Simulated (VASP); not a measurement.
Set up this calculation in VASP 6.6.1, as the native input.

| Property | Result |
| --- | --- |
| Task | single point |
| Functional | PBE |
| Potentials or basis | VASP PAW PBE potentials, release 64 (Cu, Au) |
| Cutoff | 520 eV |
| k mesh | 6 × 6 × 6 |
| Occupations | gaussian, width 0.1 eV |
| Spin | no spin polarisation |
| Dipole correction | no |
| Further INCAR settings | ALGO = Normal; EDIFF = 1e-07; NBANDS = 18 |

The structure of CuAu lies in POSCAR:

```
CuAu
1.0
    3.0391442910      0.0000000000      0.0000000000
    0.0000000000      3.0391442910      0.0000000000
    0.0000000000      0.0000000000      3.2360194074
Cu Au
1 1
Direct
    0.5000000000      0.5000000000      0.5000000000
    0.0000000000      0.0000000000      0.0000000000
```

These files were run (other wordings do the same):

INCAR

```
PREC = Accurate
ENCUT = 520
EDIFF = 1E-7
ISMEAR = 0
SIGMA = 0.1
LREAL = False
LASPH = True
NELM = 100
ALGO = Normal
ISIF = 2
LWAVE = False
LCHARG = False
GGA = PE
NBANDS = 18
```

KPOINTS

```
Automatic mesh
0
Gamma
  6 6 6
```

Potentials or basis: VASP PAW PBE potentials, release 64 (Cu, Au).

The run is started by

```bash
$ cat potpaw_PBE.64/Cu/POTCAR potpaw_PBE.64/Au/POTCAR > POTCAR
$ mpirun -np 1 vasp_std > vasp.out
```

It gave:

```yaml
Pressure: 0.1 GPa
Band_gap_on_the_k_mesh: zero (band 11 reaches 12.92 eV, above the bottom of band 12 at 6.57 eV)
```

Caveat: spin-orbit coupling is left out, which moves the levels of the heavy elements.

Run time: 33 s on 1 thread of AMD EPYC 7R43 64-Core Processor (Zen 3), on a shared host, peak memory 0.11 GiB.
